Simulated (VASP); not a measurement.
# MnSb (Fm-3m) in VASP: further runs

Runs on MnSb. Level: PBE. Tasks: single point.

Everything below comes from runs of VASP 6.6.1. Logs are shortened: lines on timing, memory, paths and dates and some standing lists are left out, and cuts for length are marked.

## Step 1: The cell of the first run

It takes space group Fm-3m (No. 225, cubic). Conventional cell: a = 5.590 Å, b = 5.590 Å, c = 5.590 Å, α = 90.00°, β = 90.00°, γ = 90.00°. Sb (site symmetry m-3m) has 6 Mn at 2.80 Å within 3.7 Å. Mn (site symmetry m-3m) has 6 Sb at 2.80 Å within 3.7 Å.

## Step 2: Single point, PBE, collinear spin, ferromagnetic start

Input file INCAR:

```
ALGO = Normal ; EDIFF = 1E-6
ENCUT = 520 ; GGA = PE
ISIF = 2 ; ISMEAR = -1
ISPIN = 2 ; LASPH = T
LCHARG = T ; LELF = T
LMAXMIX = 4 ; LORBIT = 11
LREAL = F ; LVHAR = T
LWAVE = F ; MAGMOM = 0 4
NBANDS = 20 ; NELM = 150
NUPDOWN = 4.0 ; PREC = Accurate
SIGMA = 0.05
```

Input file KPOINTS:

```
k-points
0
Gamma
  7 7 7
```

Input file POSCAR:

```
MnSb
1.0
    0.0000000000      2.7950160000      2.7950160000
    2.7950160000      0.0000000000      2.7950160000
    2.7950160000      2.7950160000      0.0000000000
Sb Mn
1 1
Direct
    0.5000000000      0.5000000000      0.5000000000
    0.0000000000      0.0000000000      0.0000000000
```

Potentials or basis: VASP PAW PBE potentials, release 64 (Sb, Mn_pv).

Started as:

```
> cat potpaw_PBE.64/Sb/POTCAR potpaw_PBE.64/Mn_pv/POTCAR > POTCAR
> mpirun -np 1 vasp_std > vasp.out
```

OUTCAR:

```text
EDIFF = 1E-6
   ENCUT = 520
   GGA = PE
   ISIF = 2
   ISMEAR = -1
   ISPIN = 2
   LASPH = T
   LORBIT = 11
   LREAL = F
   NELM = 150
   NUPDOWN = 4.0
   PREC = Accurate

 ion  position               nearest neighbor table
   1  0.500  0.500  0.500-   2 2.80   2 2.80   2 2.80   2 2.80   2 2.80   2 2.80
   2  0.000  0.000  0.000-   1 2.80   1 2.80   1 2.80   1 2.80   1 2.80   1 2.80

  LATTYP: Found a face centered cubic cell.
 ALAT       =     5.5900320000

  Lattice vectors:

 A1 = (   0.0000000000,   2.7950160000,   2.7950160000)
 A2 = (   2.7950160000,   0.0000000000,   2.7950160000)
 A3 = (   2.7950160000,   2.7950160000,   0.0000000000)

Analysis of symmetry for initial positions (statically):
=====================================================================
 Subroutine PRICEL returns:
 Original cell was already a primitive cell.

 Routine SETGRP: Setting up the symmetry group for a
 face centered cubic supercell.

 Subroutine GETGRP returns: Found 48 space group operations
[... 9 lines left out ...]

 Routine SETGRP: Setting up the symmetry group for a
 face centered cubic supercell.

 Subroutine GETGRP returns: Found 48 space group operations
 (whereof 48 operations were pure point group operations)
 out of a pool of 48 trial point group operations.

The dynamic configuration has the point symmetry O_h .

Analysis of structural, dynamic, and magnetic symmetry:
=====================================================================
 Subroutine PRICEL returns:
 Original cell was already a primitive cell.

 Routine SETGRP: Setting up the symmetry group for a
 face centered cubic supercell.

 Subroutine GETGRP returns: Found 48 space group operations
 (whereof 48 operations were pure point group operations)
 out of a pool of 48 trial point group operations.

The overall configuration has the point symmetry O_h .

 Subroutine INISYM returns: Found 48 space group operations
[... 5 lines left out ...]
                                     Primitive cell

  volume of cell :      43.6700

  direct lattice vectors                    reciprocal lattice vectors
     0.000000000  2.795016000  2.795016000    -0.178889853  0.178889853  0.178889853
     2.795016000  0.000000000  2.795016000     0.178889853 -0.178889853  0.178889853
[... 95 lines left out ...]
   ISMEAR =    -1;   SIGMA  =   0.05  broadening in eV -4-tet -1-fermi 0-gaus
   EFERMI_NEDOS =   21; number of points for ismear=-14 and -15
   IALGO  =     38    algorithm
   IMIX   =      4    mixing-type and parameters
     AMIX     =   0.40;   BMIX     =  1.00
     AMIX_MAG =   1.60;   BMIX_MAG =  1.00
  volume/ion in A,a.u.               =      21.83       147.35
  Fermi-wavevector in a.u.,A,eV,Ry     =   1.218348  2.302344 20.196106  1.484372
  Thomas-Fermi vector in A             =   2.353638
   LORBIT       =     11    0 simple, 1 ext, 2 COOP (PROOUT), +10 PAW based schemes
   GGA     = PE    functional components
   LHFCALC =     F    Hartree Fock is set to
   AEXX    =    0.0000 exact exchange contribution
   IVDW    =     0    specifies the selected vdW correction
   LEPSILON=     F    determine dielectric tensor
   LRPA    =     F    only Hartree local field effects (RPA)
 spin polarized calculation
  energy-cutoff  :      520.00
  volume of cell :       43.67
 maximum number of plane-waves:      1243
 NGX is ok and might be reduce to    30
   NGX = 15   NGY = 15   NGZ = 15

 number of electron      17.9999988 magnetization       3.9999995

 Free energy of the ion-electron system (eV)
  ---------------------------------------------------
  ext. energy  EPLUGINS =         0.00000000
  ---------------------------------------------------
  free energy    TOTEN  =       -12.83425114 eV

  energy without entropy =      -12.82385262  energy(sigma->0) =      -12.82905188

 E-fermi :   7.3124     XC(G=0): -10.5733

 val. band max:        7.6947259297   @ k =  -0.2857   0.1429   0.0000
 cond. band min:       7.3291934757   @ k =   0.1429   0.1429   0.0000
 fundamental gap:     -0.3655324540
 Fermi energy:         7.8178414531

 spin component 1

 k-point     1 :       0.0000    0.0000    0.0000
  band No.  band energies     occupation
      1     -42.7524      1.00000
      2     -42.7524      1.00000
      3     -42.7524      1.00000
      4      -3.9135      1.00000
      5       4.4773      1.00000
      6       4.4773      1.00000
[... 436 lines left out ...]
      6       3.3527      1.00000
[... 12 lines left out ...]
     19      22.8299      0.00000
     20      23.2338      0.00000
 Fermi energy:         7.3123576322

 spin component 2

 k-point     1 :       0.0000    0.0000    0.0000
  band No.  band energies     occupation
      1     -38.7422      1.00000
      2     -38.7422      1.00000
      3     -38.7422      1.00000
      4      -3.7815      1.00000
      5       7.7510      0.00016
      6       7.7510      0.00015
[... 449 lines left out ...]
     19      23.5691      0.00000
     20      23.7482      0.00000

------------------------ aborting loop because EDIFF is reached ----------------------------------------

  FORCE on cell =-STRESS in cart. coord.  units (eV):
  Direction    XX          YY          ZZ          XY          YZ          ZX
  --------------------------------------------------------------------------------------
  -------------------------------------------------------------------------------------
  Total        0.1879775      0.1879775      0.1879775      0.0000000      0.0000000      0.0000000
  in kB        6.8965765      6.8965765      6.8965765      0.0000000      0.0000000      0.0000000
  external PRESSURE =       6.8965765 kB  Pullay stress =       0.0000000 kB

 VOLUME and BASIS-vectors are now :
 -----------------------------------------------------------------------------
  energy-cutoff  :      520.00
  volume of cell :       43.67
      direct lattice vectors                 reciprocal lattice vectors
     0.000000000  2.795016000  2.795016000    -0.178889853  0.178889853  0.178889853
     2.795016000  0.000000000  2.795016000     0.178889853 -0.178889853  0.178889853
     2.795016000  2.795016000  0.000000000     0.178889853  0.178889853 -0.178889853

 POSITION                                       TOTAL-FORCE (eV/Angst)
 -----------------------------------------------------------------------------------
      2.79502      2.79502      2.79502        -0.000000      0.000000      0.000000
      0.00000      0.00000      0.00000         0.000000      0.000000     -0.000000
 -----------------------------------------------------------------------------------
    total drift:                               -0.000000      0.000000      0.000000

  FREE ENERGIE OF THE ION-ELECTRON SYSTEM (eV)
  ---------------------------------------------------
  free  energy   TOTEN  =       -12.8342511392 eV

  energy  without entropy=      -12.8238526199  energy(sigma->0) =      -12.82905188

 total charge

# of ion       s       p       d       tot
------------------------------------------
    1        1.145   1.303   0.034   2.483
    2        0.281   6.189   4.982  11.452
--------------------------------------------------
tot          1.426   7.492   5.017  13.935

 magnetization (x)

# of ion       s       p       d       tot
------------------------------------------
    1        0.017  -0.104   0.013  -0.074
    2        0.076   0.042   3.715   3.833
--------------------------------------------------
tot          0.093  -0.061   3.728   3.759
```

OSZICAR:

```text
N       E                     dE             d eps       ncg     rms          rms(c)
DAV:   1     0.132213017052E+03    0.13221E+03   -0.94993E+03  1616   0.899E+02
DAV:   2    -0.869862754123E+01   -0.14091E+03   -0.13596E+03  1656   0.255E+02
DAV:   3    -0.138222044938E+02   -0.51236E+01   -0.50693E+01  1912   0.541E+01
DAV:   4    -0.138899659487E+02   -0.67761E-01   -0.67737E-01  1768   0.625E+00
DAV:   5    -0.138916788116E+02   -0.17129E-02   -0.17128E-02  1864   0.998E-01    0.995E+00
DAV:   6    -0.139181557989E+02   -0.26477E-01   -0.81989E+00  1744   0.355E+01    0.139E+01
DAV:   7    -0.127995283145E+02    0.11186E+01   -0.29523E+00  1728   0.221E+01    0.434E+00
DAV:   8    -0.128346150057E+02   -0.35087E-01   -0.85247E-02  1776   0.217E+00    0.189E+00
DAV:   9    -0.128270379060E+02    0.75771E-02   -0.28751E-02  1696   0.165E+00    0.939E-01
DAV:  10    -0.128314370909E+02   -0.43992E-02   -0.48429E-03  1808   0.586E-01    0.593E-01
DAV:  11    -0.128341382160E+02   -0.27011E-02   -0.22656E-03  1844   0.533E-01    0.144E-01
DAV:  12    -0.128342403258E+02   -0.10211E-03   -0.29527E-04  1744   0.120E-01    0.404E-02
DAV:  13    -0.128342463289E+02   -0.60030E-05   -0.27022E-05  1776   0.369E-02    0.304E-02
DAV:  14    -0.128342491351E+02   -0.28063E-05   -0.10189E-05  1692   0.225E-02    0.168E-02
DAV:  15    -0.128342509088E+02   -0.17737E-05   -0.33875E-06  1708   0.215E-02    0.372E-03
DAV:  16    -0.128342511392E+02   -0.23037E-06   -0.25163E-07   896   0.397E-03
   1 F= -.12834251E+02 E0= -.12829052E+02  d E =-.103985E-01  mag=     4.0000
```

stdout:

```text
POSCAR found type information on POSCAR SbMn
 POSCAR found :  2 types and       2 ions
 scaLAPACK will be used
 LDA part: xc-table for (Slater+PW92), standard interpolation
 POSCAR, INCAR and KPOINTS ok, starting setup
 FFT: planning ... GRIDC
 FFT: planning ... GRID_SOFT
 FFT: planning ... GRID
 WAVECAR not read
 entering main loop
```

It took 46 s on 1 thread of Intel Xeon Platinum 8375C at 2.90GHz (Ice Lake), shared host; peak memory 0.2 GiB.

Results:

```
Free energy                                           : -12.8343 eV
Pressure                                              : 0.7 GPa
Net moment                                            : 4.00 μB per cell
Site moments                                          : Sb -0.07; Mn +3.83 μB
Valence electrons inside the program's atomic spheres : Sb 2.48; Mn 11.45
```

Caveat: spin-orbit coupling is left out, which moves the levels of the heavy elements; the total moment is fixed, so each spin has its own Fermi level; a cell with one magnetic atom can't hold antiferromagnetic order, which such compounds often take.

## Step 3: Single point, PBE, collinear spin, ferromagnetic start

Input file INCAR:

```
SYSTEM = MnSb
  PREC = Accurate
  ENCUT = 520
  EDIFF = 1E-6
  ISMEAR = -1
  SIGMA = 0.05
  LREAL = .FALSE.
  LASPH = .TRUE.
  NELM = 150
  ALGO = Normal
  ISIF = 2
  LWAVE = .FALSE.
  LCHARG = .FALSE.
  ISPIN = 2
  MAGMOM = 0 5
  LORBIT = 11
  NUPDOWN = 5.0
  LMAXMIX = 4
  GGA = PE
  NBANDS = 20
```

Input file KPOINTS:

```
regular mesh
0
G
  7 7 7
  0 0 0
```

POSCAR is that of step 2.

Potentials or basis: VASP PAW PBE potentials, release 64 (Sb, Mn_pv).

Started as:

```
> cat potpaw_PBE.64/Sb/POTCAR potpaw_PBE.64/Mn_pv/POTCAR > POTCAR
> mpirun -np 1 vasp_std > vasp.out
```

It took 38 s on 1 thread of Intel Xeon Platinum 8375C at 2.90GHz (Ice Lake), shared host; peak memory 0.19 GiB.

It converged, with:

```
Free energy                                           : -12.0740 eV
Pressure                                              : 7.0 GPa
Net moment                                            : 5.00 μB per cell
Site moments                                          : Sb +0.19; Mn +4.16 μB
Valence electrons inside the program's atomic spheres : Sb 2.50; Mn 11.43
```

Caveat: spin-orbit coupling is left out, which moves the levels of the heavy elements; the total moment is fixed, so each spin has its own Fermi level; a cell with one magnetic atom can't hold antiferromagnetic order, which such compounds often take.
